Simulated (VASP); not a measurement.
# Al (Fm-3m) in VASP: a series of runs

The runs below take Al through single point, relaxation of cell and atoms, with PBEsol+D4.

Program: VASP 6.6.1. These are calculated values, not measurements. Logs are shortened: lines on timing, memory, paths and dates and some standing lists are left out, and cuts for length are marked.

## Step 1: The cell of the first run

Symmetry: Fm-3m, No. 225, cubic system. The conventional cell has a = 3.988 Å, b = 3.988 Å, c = 3.988 Å, α = 90.00°, β = 90.00°, γ = 90.00°. Within 3.7 Å of Al (site symmetry m-3m) lie 12 Al at 2.82 Å.

## Step 2: Single point, PBEsol+D4

File INCAR:

```
  ALGO = Normal
  EDIFF = 1E-6
  ENCUT = 500
  GGA = PS
  GGA_COMPAT = F
  ISIF = 2
  ISMEAR = -1
  IVDW = 13
  LASPH = T
  LCHARG = T
  LELF = T
  LREAL = F
  LVHAR = T
  LWAVE = F
  NBANDS = 8
  NELM = 120
  PREC = Accurate
  SIGMA = 0.1
```

File KPOINTS:

```
k-points
0
Gamma
  9 9 9
```

File POSCAR:

```
Al
1.0
    0.0000000000      1.9939871845      1.9939871845
    1.9939871845      0.0000000000      1.9939871845
    1.9939871845      1.9939871845      0.0000000000
Al
1
Direct
    0.0000000000      0.0000000000      0.0000000000
```

Potentials or basis: VASP PAW PBE potentials, release 64 (Al).

The run is started by

```console
> cat potpaw_PBE.64/Al/POTCAR > POTCAR
> mpirun -np 1 vasp_std > vasp.out
```

OUTCAR:

```text
EDIFF = 1E-6
   ENCUT = 500
   GGA = PS
   ISIF = 2
   ISMEAR = -1
   IVDW = 13
   LASPH = T
   LREAL = F
   NELM = 120
   PREC = Accurate

 ion  position               nearest neighbor table
   1  0.000  0.000  0.000-

  LATTYP: Found a face centered cubic cell.
 ALAT       =     3.9879743690

  Lattice vectors:

 A1 = (   0.0000000000,   1.9939871845,   1.9939871845)
 A2 = (   1.9939871845,   0.0000000000,   1.9939871845)
 A3 = (   1.9939871845,   1.9939871845,   0.0000000000)

Analysis of symmetry for initial positions (statically):
=====================================================================
 Subroutine PRICEL returns:
 Original cell was already a primitive cell.

 Routine SETGRP: Setting up the symmetry group for a
 face centered cubic supercell.

 Subroutine GETGRP returns: Found 48 space group operations
 (whereof 48 operations were pure point group operations)
 out of a pool of 48 trial point group operations.

The static configuration has the point symmetry O_h .

Analysis of symmetry for dynamics (positions and initial velocities):
=====================================================================
 Subroutine PRICEL returns:
 Original cell was already a primitive cell.

 Routine SETGRP: Setting up the symmetry group for a
 face centered cubic supercell.

 Subroutine GETGRP returns: Found 48 space group operations
 (whereof 48 operations were pure point group operations)
 out of a pool of 48 trial point group operations.

The dynamic configuration has the point symmetry O_h .

 Subroutine INISYM returns: Found 48 space group operations
 (whereof 48 operations are pure point group operations),
 and found     1 'primitive' translations

----------------------------------------------------------------------------------------

                                     Primitive cell

  volume of cell :      15.8561

  direct lattice vectors                    reciprocal lattice vectors
     0.000000000  1.993987184  1.993987184    -0.250753868  0.250753868  0.250753868
     1.993987184  0.000000000  1.993987184     0.250753868 -0.250753868  0.250753868
     1.993987184  1.993987184  0.000000000     0.250753868  0.250753868 -0.250753868

  length of vectors
     2.819923720  2.819923720  2.819923720     0.434318440  0.434318440  0.434318440

  position of ions in fractional coordinates (direct lattice)
     0.000000000  0.000000000  0.000000000

  ion indices of the primitive-cell ions
   primitive index   ion index
                 1           1

----------------------------------------------------------------------------------------

 KPOINTS: k-points

Automatic generation of k-mesh.
 Grid dimensions read from file:
 generate k-points for:    9    9    9

 Generating k-lattice:

  Cartesian coordinates                     Fractional coordinates (reciprocal lattice)
    -0.027861541  0.027861541  0.027861541     0.111111111  0.000000000  0.000000000
     0.027861541 -0.027861541  0.027861541     0.000000000  0.111111111  0.000000000
     0.027861541  0.027861541 -0.027861541     0.000000000  0.000000000  0.111111111

  Length of vectors
     0.048257604  0.048257604  0.048257604

  Shift w.r.t. Gamma in fractional coordinates (k-lattice)
     0.000000000  0.000000000  0.000000000

 Subroutine IBZKPT returns following result:
 ===========================================

 Found     35 irreducible k-points:

 Following reciprocal coordinates:
            Coordinates               Weight
  0.000000  0.000000  0.000000      1.000000
  0.111111  0.000000  0.000000      8.000000
  0.222222  0.000000  0.000000      8.000000
  0.333333  0.000000  0.000000      8.000000
  0.444444  0.000000  0.000000      8.000000
  0.111111  0.111111  0.000000      6.000000
[... 16 lines left out ...]
 -0.333333  0.333333  0.000000     12.000000
  0.444444  0.444444  0.000000      6.000000
 [... further k-points ...]
   k-points           NKPTS =     35   k-points in BZ     NKDIM =     35   number of bands    NBANDS=      8
   number of dos      NEDOS =    301   number of ions     NIONS =      1
   total plane-waves  NPLWV =  13824
   dimension x,y,z NGX =    24 NGY =   24 NGZ =   24
   dimension x,y,z NGXF=    48 NGYF=   48 NGZF=   48
   ions per type =               1
   NGX,Y,Z   is equivalent  to a cutoff of  14.15, 14.15, 14.15 a.u.
   NGXF,Y,Z  is equivalent  to a cutoff of  28.30, 28.30, 28.30 a.u.
 SYSTEM =  unknown system
   PREC   = accura    normal or accurate (medium, high low for compatibility)
   ISTART =      0    job   : 0-new  1-cont  2-samecut
   ICHARG =      2    charge: 1-file 2-atom 10-const
   ISPIN  =      1    spin polarized calculation?
   LNONCOLLINEAR =      F non collinear calculations
   LSORBIT =      F    spin-orbit coupling
   LASPH  =      T    aspherical Exc in radial PAW
   ENCUT  =  500.0 eV  36.75 Ry    6.06 a.u.   5.14  5.14  5.14*2*pi/ulx,y,z
   NELM   =    120;   NELMIN=  2; NELMDL= -5     # of ELM steps
   EDIFF  = 0.1E-05   stopping-criterion for ELM
   LREAL  =      F    real-space projection
   EDIFFG = 0.1E-04   stopping-criterion for IOM
   NSW    =      0    number of steps for IOM
   IBRION =     -1    ionic relax: 0-MD 1-quasi-New 2-CG
   NFREE  =      0    steps in history (QN), initial steepest desc. (CG)
   ISIF   =      2    stress and relaxation
   ISYM   =      2    0-nonsym 1-usesym 2-fastsym
   POTIM  = 0.5000    time-step for ionic-motion
   TEBEG  =    0.0;   TEEND  =   0.0 temperature during run
   PSTRESS=    0.0 pullay stress
   NELECT =       3.0000    total number of electrons
   NUPDOWN=      -1.0000    fix difference up-down
   EMIN   =  10.00;   EMAX   =-10.00  energy-range for DOS
   EFERMI =   0.00;   METHOD = LEGACY
   ISMEAR =    -1;   SIGMA  =   0.10  broadening in eV -4-tet -1-fermi 0-gaus
   EFERMI_NEDOS =   21; number of points for ismear=-14 and -15
   IALGO  =     38    algorithm
   IMIX   =      4    mixing-type and parameters
     AMIX     =   0.40;   BMIX     =  1.00
     AMIX_MAG =   1.60;   BMIX_MAG =  1.00
  volume/ion in A,a.u.               =      15.86       107.00
  Fermi-wavevector in a.u.,A,eV,Ry     =   0.939831  1.776022 12.017774  0.883281
  Thomas-Fermi vector in A             =   2.067182
   LORBIT       =      0    0 simple, 1 ext, 2 COOP (PROOUT), +10 PAW based schemes
   GGA     = PS    functional components
   LHFCALC =     F    Hartree Fock is set to
   AEXX    =    0.0000 exact exchange contribution
   IVDW    =    13    specifies the selected vdW correction
   LEPSILON=     F    determine dielectric tensor
   LRPA    =     F    only Hartree local field effects (RPA)
 non-spin polarized calculation
  energy-cutoff  :      500.00
  volume of cell :       15.86
 maximum number of plane-waves:       419
 NGX is ok and might be reduce to    24
   NGX = 11   NGY = 11   NGZ = 11

 number of electron       3.0000000 magnetization

 Free energy of the ion-electron system (eV)
  ---------------------------------------------------
  ext. energy  EPLUGINS =         0.00000000
  ---------------------------------------------------
  free energy    TOTEN  =        -4.06857500 eV

  energy without entropy =       -4.05027764  energy(sigma->0) =       -4.05942632

 E-fermi :   8.3489     XC(G=0): -10.4024

 val. band max:        8.2394708958   @ k =  -0.3333   0.4444   0.1111
 cond. band min:       8.3649185058   @ k =  -0.4444   0.3333   0.1111
 fundamental gap:      0.1254476099
 Fermi energy:         8.3489243690

 k-point     1 :       0.0000    0.0000    0.0000
  band No.  band energies     occupation
      1      -3.0366      2.00000
      2      21.1879      0.00000
      3      21.1879      0.00000
      4      21.1879      0.00000
      5      22.9854      0.00000
      6      22.9854      0.00000
      7      22.9854      0.00000
      8      25.1492      0.00000

 k-point     2 :       0.1111    0.0000    0.0000
  band No.  band energies     occupation
      1      -2.6924      2.00000
      2      17.4390      0.00000
      3      20.4246      0.00000
      4      20.4246      0.00000
      5      23.5296      0.00000
      6      24.2669      0.00000
      7      24.2669      0.00000
      8      26.6320      0.00000

 k-point     3 :       0.2222    0.0000    0.0000
  band No.  band energies     occupation
      1      -1.6651      2.00000
      2      12.9497      0.00000
      3      19.6624      0.00000
      4      19.6624      0.00000
      5      23.1628      0.00000
      6      24.0083      0.00000
      7      24.0083      0.00000
      8      26.9980      0.00000

 k-point     4 :       0.3333    0.0000    0.0000
  band No.  band energies     occupation
      1       0.0299      2.00000
      2       8.8773      0.01010
      3      19.4102      0.00000
      4      19.4102      0.00000
      5      22.0593      0.00000
      6      22.0593      0.00000
      7      23.0589      0.00000
      8      26.1483      0.00000

 k-point     5 :       0.4444    0.0000    0.0000
  band No.  band energies     occupation
      1       2.3658      2.00000
      2       5.3422      2.00000
      3      19.7119      0.00000
      4      19.7119      0.00000
      5      20.6174      0.00000
      6      20.6174      0.00000
      7      23.4743      0.00000
      8      24.5920      0.00000
[... 177 lines left out ...]
 k-point    22 :      -0.4444    0.3333    0.0000
  band No.  band energies     occupation
      1       4.9293      2.00000
      2       7.8371      1.98809
      3       9.1917      0.00044
      4      15.0227      0.00000
      5      16.6354      0.00000
      6      23.5442      0.00000
      7      29.8879      0.00000
      8      32.2474      0.00000

 k-point    23 :      -0.3333    0.3333    0.0000
  band No.  band energies     occupation
      1       4.9754      2.00000
      2       7.2407      1.99997
      3       8.8239      0.01715
      4      15.9026      0.00000
      5      17.6923      0.00000
      6      27.5374      0.00000
      7      29.0397      0.00000
      8      29.1492      0.00000

 k-point    24 :       0.4444    0.4444    0.0000
  band No.  band energies     occupation
      1       4.0696      2.00000
      2       8.2350      1.51525
      3      13.7464      0.00000
      4      14.2431      0.00000
      5      14.2431      0.00000
      6      17.9141      0.00000
      7      33.8827      0.00000
      8      35.5094      0.00000

 [... further k-points ...]

------------------------ aborting loop because EDIFF is reached ----------------------------------------

  DFT-D4 for vdW energy calculation

  Edisp (eV):   -0.20774

  FORCE on cell =-STRESS in cart. coord.  units (eV):
  Direction    XX          YY          ZZ          XY          YZ          ZX
  --------------------------------------------------------------------------------------
  -------------------------------------------------------------------------------------
  Total       0.00723     0.00723     0.00723    -0.00000    -0.00000     0.00000
  in kB       0.73019     0.73019     0.73019    -0.00000    -0.00000     0.00000
  external pressure =        0.73 kB  Pullay stress =        0.00 kB

 VOLUME and BASIS-vectors are now :
 -----------------------------------------------------------------------------
  energy-cutoff  :      500.00
  volume of cell :       15.86
      direct lattice vectors                 reciprocal lattice vectors
     0.000000000  1.993987184  1.993987184    -0.250753868  0.250753868  0.250753868
     1.993987184  0.000000000  1.993987184     0.250753868 -0.250753868  0.250753868
     1.993987184  1.993987184  0.000000000     0.250753868  0.250753868 -0.250753868

 POSITION                                       TOTAL-FORCE (eV/Angst)
 -----------------------------------------------------------------------------------
      0.00000      0.00000      0.00000         0.000000      0.000000      0.000000
 -----------------------------------------------------------------------------------
    total drift:                                0.000000     -0.000000      0.000000

  FREE ENERGIE OF THE ION-ELECTRON SYSTEM (eV)
  ---------------------------------------------------
  free  energy   TOTEN  =        -4.2763195782 eV

  energy  without entropy=       -4.2580222246  energy(sigma->0) =       -4.26717090
```

Wall time 8.4 s (1 thread of Intel Xeon 8259CL, shared host); peak memory 0.13 GiB.

Results:

```yaml
Free_energy: -4.2763 eV
Pressure: 0.1 GPa
Dispersion_energy_per_atom: -0.208 eV
```

Caveat: the PAW data sets were made with another functional, which shifts forces and pressure a little; pairwise dispersion overbinds metals, which lowers pressure and volume.

## Step 3: Relaxation of cell and atoms, PBEsol+D4

This run uses another cell than the first one, of 16.60 Å³/atom, 1.047 times its volume.

File INCAR:

```
SYSTEM = Al
PREC = Accurate
ENCUT = 500
EDIFF = 1E-7
ISMEAR = -1
SIGMA = 0.1
LREAL = .FALSE.
LASPH = .TRUE.
NELM = 120
ALGO = Normal
ISIF = 3
LWAVE = .FALSE.
LCHARG = .FALSE.
GGA = PS
IVDW = 13
IBRION = 2
NSW = 60
EDIFFG = -0.01
GGA_COMPAT = .FALSE.
NELMIN = 4
```

File KPOINTS:

```
Automatic mesh
0
G
  9 9 9
  0 0 0
```

File POSCAR:

```
Al
1.0
    0.0000000000      2.0248100000      2.0248100000
    2.0248100000      0.0000000000      2.0248100000
    2.0248100000      2.0248100000      0.0000000000
Al
1
Direct
    0.0000000000      0.0000000000      0.0000000000
```

Potentials or basis: VASP PAW PBE potentials, release 64 (Al).

The run is started by

```console
> cat potpaw_PBE.64/Al/POTCAR > POTCAR
> mpirun -np 1 vasp_std > vasp.out
```

Run time: 12 s. Hardware: 1 thread of Intel Xeon 8259CL, shared host; peak memory 0.13 GiB.

Results (log left out):

- Free energy: -4.2764 eV
- Relaxed volume: 15.87 Å³/atom
- Relaxed cell: a = 2.821 Å, b = 2.821 Å, c = 2.821 Å, α = 60.00°, β = 60.00°, γ = 60.00°
- Space group after relaxing (to 0.05 Å): Fm-3m (No. 225)
- Energy gained by relaxing: 8.4 meV/atom
- Ionic steps: 3
- Pressure after relaxing: 0.0 GPa
- Dispersion energy per atom: -0.208 eV

Step by step:
```tsv
step	energy change (eV)	largest force (eV/Å)	pressure (GPa)	volume (Å³)
1	0.0000	0.0000	-3.53	16.60
2	-0.0081	0.0000	0.72	15.74
3	-0.0084	0.0000	0.01	15.87
```

Final structure:
```yaml
crystal:
  lattice:
    - [0.00000, 1.99449, 1.99449]
    - [1.99449, 0.00000, 1.99449]
    - [1.99449, 1.99449, 0.00000]
  atoms:
    - { symbol: Al, position: [0.00000, 0.00000, 0.00000] }
```

Levels at points of the mesh, in eV from the Fermi level:
```csv
k point,band 1,band 2,band 3,band 4
"(0.00, 0.00, 0.00)",-11.38,12.83,12.83,12.83
```

Caveat: the PAW data sets were made with another functional, which shifts forces and pressure a little; pairwise dispersion overbinds metals, which lowers pressure and volume.
